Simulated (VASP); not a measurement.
## TiO2: relaxation of shape and atoms at fixed volume with r2SCAN

The system is TiO2.

```
Ti O
1.0
    -1.90824    1.90824    4.88299
     1.90824   -1.90824    4.88299
     1.90824    1.90824   -4.88299
Ti O
2 4
Direct
  0.00000 0.00000 0.00000
  0.75000 0.25000 0.50000
  0.20583 0.20583 0.00000
  0.95583 0.45583 0.50000
  0.54417 0.04417 0.50000
  0.79417 0.79417 0.00000
```

* Program: VASP 6.6.1
* Task: relaxation of shape and atoms at fixed volume
* Functional: r2SCAN
* Potentials or basis: VASP PAW PBE potentials, release 64 (Ti_sv, O)
* Cutoff: 600 eV
* k mesh: 8 × 8 × 8
* Occupations: gaussian, width 0.05 eV
* Spin: no spin polarisation
* Dipole correction: no
* Further INCAR settings: ALGO = Normal; EDIFF = 1e-06; IBRION = 2; EDIFFG = -0.01; NSW = 60; ISIF = 4

* Energy gained by relaxing: 0.2 meV/atom
* Ionic steps: 5
* Pressure after relaxing: -6.3 GPa
* Band gap on the k mesh: 2.56 eV (least direct gap 2.82 eV)

Forces on the atoms (eV/Å):
```
Ti   0.000  0.000  0.000
Ti   0.000  0.000  0.000
O    0.000  0.000  0.002
O    0.000  0.000  0.002
O    0.000  0.000 -0.002
O    0.000  0.000 -0.002
```

Stress tensor (GPa, compression positive):
```
-6.38  0.00  0.00
 0.00 -6.38  0.00
 0.00  0.00 -6.24
```

Step by step:
| step | energy change (eV) | largest force (eV/Å) | pressure (GPa) | volume (Å³) |
| --- | --- | --- | --- | --- |
| 1 | 0.0000 | 0.0831 | -6.69 | 71.12 |
| 2 | -0.0007 | 0.0093 | -6.47 | 71.12 |
| 3 | -0.0007 | 0.0124 | -6.48 | 71.12 |
| 4 | -0.0010 | 0.0066 | -6.43 | 71.12 |
| 5 | -0.0012 | 0.0024 | -6.33 | 71.12 |

Final structure:
```
Ti O
1.0
    -1.90637    1.90637    4.89256
     1.90637   -1.90637    4.89256
     1.90637    1.90637   -4.89256
Ti O
2 4
Direct
  0.00000 0.00000 0.00000
  0.75000 0.25000 0.50000
  0.20502 0.20502 0.00000
  0.95502 0.45502 0.50000
  0.54498 0.04498 0.50000
  0.79498 0.79498 0.00000
```

Levels at points of the mesh, in eV from the valence-band top:
| k point | band 21 | band 22 | band 23 | band 24 | band 25 | band 26 | band 27 | band 28 |
| --- | --- | --- | --- | --- | --- | --- | --- | --- |
| (0.00, 0.00, 0.00) | -0.77 | -0.77 | -0.36 | -0.36 | 2.56 | 3.20 | 4.43 | 4.43 |
| (0.50, 0.00, 0.00) | -1.80 | -0.82 | -0.82 | -0.63 | 3.60 | 3.84 | 3.89 | 3.94 |
| (0.50, 0.50, 0.00) | -1.91 | -1.91 | -0.03 | -0.03 | 3.59 | 3.59 | 4.04 | 4.04 |
| (0.50, 0.50, 0.50) | -1.20 | -1.20 | -0.05 | -0.05 | 2.87 | 2.87 | 4.13 | 4.13 |

Run time: 93 min on 1 thread of Oxide Virtual Turin-like Processor, with other jobs on the host, peak memory 0.39 GiB.

Caveat: the PAW data sets were made with another functional, which shifts forces and pressure a little. r2SCAN opens gaps a little over a GGA but as a rule still falls short of measured ones.
